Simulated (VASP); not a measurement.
# P (Fm-3m) in VASP: further runs

Runs on P. Level: LDA. Tasks: single point.

All numbers are computed with VASP 6.6.1; they aren't measurements. Logs are shortened: lines on timing, memory, paths and dates and some standing lists are left out, and cuts for length are marked.

## Step 1: The cell of the first run

The structure is cubic, space group Fm-3m (No. 225). Conventional cell: a = 3.065 Å, b = 3.065 Å, c = 3.065 Å, α = 90.00°, β = 90.00°, γ = 90.00°. P (site symmetry m-3m) has 12 P at 2.17 Å within 2.9 Å.

## Step 2: Single point, LDA (volume scaled by 0.52)

Contents of INCAR:

```
SYSTEM = P
ALGO = Normal
EDIFF = 1E-7
ENCUT = 520
GGA = CA
ISIF = 2
ISMEAR = -1
LASPH = .TRUE.
LCHARG = .FALSE.
LREAL = .FALSE.
LWAVE = .FALSE.
NBANDS = 8
NELM = 80
PREC = Accurate
SIGMA = 0.1
```

Contents of KPOINTS:

```
k-points
0
G
  17 17 17
  0 0 0
```

Contents of POSCAR:

```
P
1.0
    0.0000000000      1.5327275349      1.5327275349
    1.5327275349      0.0000000000      1.5327275349
    1.5327275349      1.5327275349      0.0000000000
P
1
Direct
    0.0000000000      0.0000000000      0.0000000000
```

Potentials or basis: VASP PAW LDA potentials, release 64 (P).

Run with:

```console
$ cat potpaw_LDA.64/P/POTCAR > POTCAR
$ mpirun -np 1 vasp_std > vasp.out
```

OUTCAR:

```text
SYSTEM = P
   EDIFF = 1E-7
   ENCUT = 520
   GGA = CA
   ISIF = 2
   ISMEAR = -1
   LASPH = .TRUE.
   LREAL = .FALSE.
   NELM = 80
   PREC = Accurate

 ion  position               nearest neighbor table
   1  0.000  0.000  0.000-

  LATTYP: Found a face centered cubic cell.
 ALAT       =     3.0654550698

  Lattice vectors:

 A1 = (   0.0000000000,   1.5327275349,   1.5327275349)
 A2 = (   1.5327275349,   0.0000000000,   1.5327275349)
 A3 = (   1.5327275349,   1.5327275349,   0.0000000000)

Analysis of symmetry for initial positions (statically):
=====================================================================
 Subroutine PRICEL returns:
 Original cell was already a primitive cell.

 Routine SETGRP: Setting up the symmetry group for a
 face centered cubic supercell.

 Subroutine GETGRP returns: Found 48 space group operations
 (whereof 48 operations were pure point group operations)
 out of a pool of 48 trial point group operations.

The static configuration has the point symmetry O_h .

Analysis of symmetry for dynamics (positions and initial velocities):
=====================================================================
 Subroutine PRICEL returns:
 Original cell was already a primitive cell.

 Routine SETGRP: Setting up the symmetry group for a
 face centered cubic supercell.

 Subroutine GETGRP returns: Found 48 space group operations
 (whereof 48 operations were pure point group operations)
 out of a pool of 48 trial point group operations.

The dynamic configuration has the point symmetry O_h .

 Subroutine INISYM returns: Found 48 space group operations
 (whereof 48 operations are pure point group operations),
 and found     1 'primitive' translations

----------------------------------------------------------------------------------------

                                     Primitive cell

  volume of cell :       7.2015

  direct lattice vectors                    reciprocal lattice vectors
     0.000000000  1.532727535  1.532727535    -0.326215840  0.326215840  0.326215840
     1.532727535  0.000000000  1.532727535     0.326215840 -0.326215840  0.326215840
     1.532727535  1.532727535  0.000000000     0.326215840  0.326215840 -0.326215840

  length of vectors
     2.167604067  2.167604067  2.167604067     0.565022409  0.565022409  0.565022409

  position of ions in fractional coordinates (direct lattice)
[... 71 lines left out ...]
   ISPIN  =      1    spin polarized calculation?
   LNONCOLLINEAR =      F non collinear calculations
   LSORBIT =      F    spin-orbit coupling
   LASPH  =      T    aspherical Exc in radial PAW
   ENCUT  =  520.0 eV  38.22 Ry    6.18 a.u.   4.03  4.03  4.03*2*pi/ulx,y,z
   NELM   =     80;   NELMIN=  2; NELMDL= -5     # of ELM steps
   EDIFF  = 0.1E-06   stopping-criterion for ELM
   LREAL  =      F    real-space projection
   EDIFFG = 0.1E-05   stopping-criterion for IOM
   NSW    =      0    number of steps for IOM
   IBRION =     -1    ionic relax: 0-MD 1-quasi-New 2-CG
   NFREE  =      0    steps in history (QN), initial steepest desc. (CG)
   ISIF   =      2    stress and relaxation
   ISYM   =      2    0-nonsym 1-usesym 2-fastsym
   POTIM  = 0.5000    time-step for ionic-motion
   TEBEG  =    0.0;   TEEND  =   0.0 temperature during run
   PSTRESS=    0.0 pullay stress
   NELECT =       5.0000    total number of electrons
   NUPDOWN=      -1.0000    fix difference up-down
   EMIN   =  10.00;   EMAX   =-10.00  energy-range for DOS
   EFERMI =   0.00;   METHOD = LEGACY
   ISMEAR =    -1;   SIGMA  =   0.10  broadening in eV -4-tet -1-fermi 0-gaus
   EFERMI_NEDOS =   21; number of points for ismear=-14 and -15
   IALGO  =     38    algorithm
   IMIX   =      4    mixing-type and parameters
     AMIX     =   0.40;   BMIX     =  1.00
     AMIX_MAG =   1.60;   BMIX_MAG =  1.00
  volume/ion in A,a.u.               =       7.20        48.60
  Fermi-wavevector in a.u.,A,eV,Ry     =   1.449628  2.739400 28.591569  2.101421
  Thomas-Fermi vector in A             =   2.567333
   LORBIT       =      0    0 simple, 1 ext, 2 COOP (PROOUT), +10 PAW based schemes
   GGA     = CA    functional components
   LHFCALC =     F    Hartree Fock is set to
   AEXX    =    0.0000 exact exchange contribution
   IVDW    =     0    specifies the selected vdW correction
   LEPSILON=     F    determine dielectric tensor
   LRPA    =     F    only Hartree local field effects (RPA)
 non-spin polarized calculation
  energy-cutoff  :      520.00
  volume of cell :        7.20
 maximum number of plane-waves:       202
   NGX =  9   NGY =  9   NGZ =  9

 number of electron       4.9999999 magnetization

 Free energy of the ion-electron system (eV)
  ---------------------------------------------------
  ext. energy  EPLUGINS =         0.00000000
  ---------------------------------------------------
  free energy    TOTEN  =        -2.42364538 eV

  energy without entropy =       -2.41855609  energy(sigma->0) =       -2.42110074

 E-fermi :  23.1699     XC(G=0): -14.7743

 val. band max:       23.1519204411   @ k =  -0.4118   0.2353   0.0588
 cond. band min:      23.1963210461   @ k =   0.2941   0.1765   0.0000
 fundamental gap:      0.0444006051
 Fermi energy:        23.1698971801

 k-point     1 :       0.0000    0.0000    0.0000
  band No.  band energies     occupation
      1      -2.7569      2.00000
      2      36.1681      0.00000
      3      36.1681      0.00000
      4      36.1681      0.00000
      5      38.9505      0.00000
      6      38.9505      0.00000
      7      38.9505      0.00000
      8      44.5882      0.00000
[... 243 lines left out ...]
 k-point    24 :      -0.1176    0.0588    0.0000
  band No.  band energies     occupation
      1      -1.7665      2.00000
      2      28.5318      0.00000
      3      31.9097      0.00000
      4      36.4577      0.00000
      5      39.9506      0.00000
      6      41.2963      0.00000
      7      42.8163      0.00000
      8      42.9808      0.00000

 [... further k-points ...]
[... 5 lines left out ...]
  --------------------------------------------------------------------------------------
  -------------------------------------------------------------------------------------
  Total       10.5795027     10.5795027     10.5795027      0.0000000      0.0000000      0.0000000
  in kB     2353.6992193   2353.6992193   2353.6992193      0.0000000      0.0000000      0.0000000
  external PRESSURE =    2353.6992193 kB  Pullay stress =       0.0000000 kB

 VOLUME and BASIS-vectors are now :
 -----------------------------------------------------------------------------
  energy-cutoff  :      520.00
  volume of cell :        7.20
      direct lattice vectors                 reciprocal lattice vectors
     0.000000000  1.532727535  1.532727535    -0.326215840  0.326215840  0.326215840
     1.532727535  0.000000000  1.532727535     0.326215840 -0.326215840  0.326215840
     1.532727535  1.532727535  0.000000000     0.326215840  0.326215840 -0.326215840

 POSITION                                       TOTAL-FORCE (eV/Angst)
 -----------------------------------------------------------------------------------
      0.00000      0.00000      0.00000         0.000000      0.000000     -0.000000
 -----------------------------------------------------------------------------------
    total drift:                               -0.000000      0.000000     -0.000000

  FREE ENERGIE OF THE ION-ELECTRON SYSTEM (eV)
  ---------------------------------------------------
  free  energy   TOTEN  =        -2.4236453817 eV

  energy  without entropy=       -2.4185560906  energy(sigma->0) =       -2.42110074
```

stdout:

```text
POSCAR found type information on POSCAR P
 POSCAR found :  1 types and       1 ions
 scaLAPACK will be used
 LDA part: xc-table for (Slater(with rela. corr.)+CA(PZ))
 , standard interpolation
 POSCAR, INCAR and KPOINTS ok, starting setup
 FFT: planning ... GRIDC
 FFT: planning ... GRID_SOFT
 FFT: planning ... GRID
 WAVECAR not read
 entering main loop
```

Wall time 3 s (1 thread of Intel Xeon Platinum 8488C (Sapphire Rapids), shared host); peak memory 0.11 GiB.

What came out:

- Free energy: -2.4236 eV
- Pressure: 235.4 GPa

Levels at points of the mesh, in eV from the Fermi level:
| k point | band 1 | band 2 | band 3 | band 4 | band 5 | band 6 | band 7 |
| --- | --- | --- | --- | --- | --- | --- | --- |
| (0.00, 0.00, 0.00) | -25.93 | 13.00 | 13.00 | 13.00 | 15.78 | 15.78 | 15.78 |

## Step 3: Single point, LDA (volume scaled by 0.6)

Contents of INCAR:

```
PREC = Accurate ; ENCUT = 520
EDIFF = 1E-6 ; ISMEAR = -1
SIGMA = 0.1 ; LREAL = F
LASPH = T ; NELM = 80
ALGO = Normal ; ISIF = 2
LWAVE = F ; LCHARG = T
GGA = CA ; LELF = T
LVHAR = T ; NBANDS = 8
```

Contents of KPOINTS:

```
Automatic mesh
0
Gamma
  17 17 17
```

Contents of POSCAR:

```
P
1.0
    0.0000000000      1.6076108489      1.6076108489
    1.6076108489      0.0000000000      1.6076108489
    1.6076108489      1.6076108489      0.0000000000
P
1
Direct
    0.0000000000      0.0000000000      0.0000000000
```

Potentials or basis: VASP PAW LDA potentials, release 64 (P).

Run with:

```console
$ cat potpaw_LDA.64/P/POTCAR > POTCAR
$ mpirun -np 1 vasp_std > vasp.out
```

Run time: 6.1 s. Hardware: 1 thread of Intel Xeon Platinum 8488C (Sapphire Rapids), shared host; peak memory 0.11 GiB.

Results (log left out):

```yaml
Free_energy: -3.6893 eV
Pressure: 140.0 GPa
```

Levels at points of the mesh, in eV from the Fermi level:
```tsv
k point	band 1	band 2	band 3	band 4	band 5	band 6	band 7
(0.00, 0.00, 0.00)	-23.56	12.68	12.68	12.68	13.44	13.44	13.44
```

## Step 4: Single point, LDA (volume scaled by 0.6)

Contents of INCAR:

```
SYSTEM = P
  PREC = Accurate
  ENCUT = 520
  EDIFF = 1E-6
  ISMEAR = -1
  SIGMA = 0.1
  LREAL = .False.
  LASPH = .True.
  NELM = 100
  ALGO = Normal
  ISIF = 2
  LWAVE = .False.
  LCHARG = .True.
  GGA = CA
  LELF = .True.
  LVHAR = .True.
  NBANDS = 8
```

Contents of KPOINTS:

```
Automatic mesh
0
Gamma
  17 17 17
  0 0 0
```

POSCAR is that of step 3.

Run with:

```console
$ cat potpaw_LDA.64/P/POTCAR > POTCAR
$ mpirun -np 1 vasp_std > vasp.out
```

It took 6.1 s on 1 thread of Intel Xeon Platinum 8488C (Sapphire Rapids), shared host; peak memory 0.11 GiB.

The run converged. Its results:

- Free energy: -3.6893 eV
- Pressure: 140.0 GPa

Levels at points of the mesh, in eV from the Fermi level:
```tsv
k point	band 1	band 2	band 3	band 4	band 5	band 6
(0.00, 0.00, 0.00)	-23.56	12.68	12.68	12.68	13.44	13.44
```
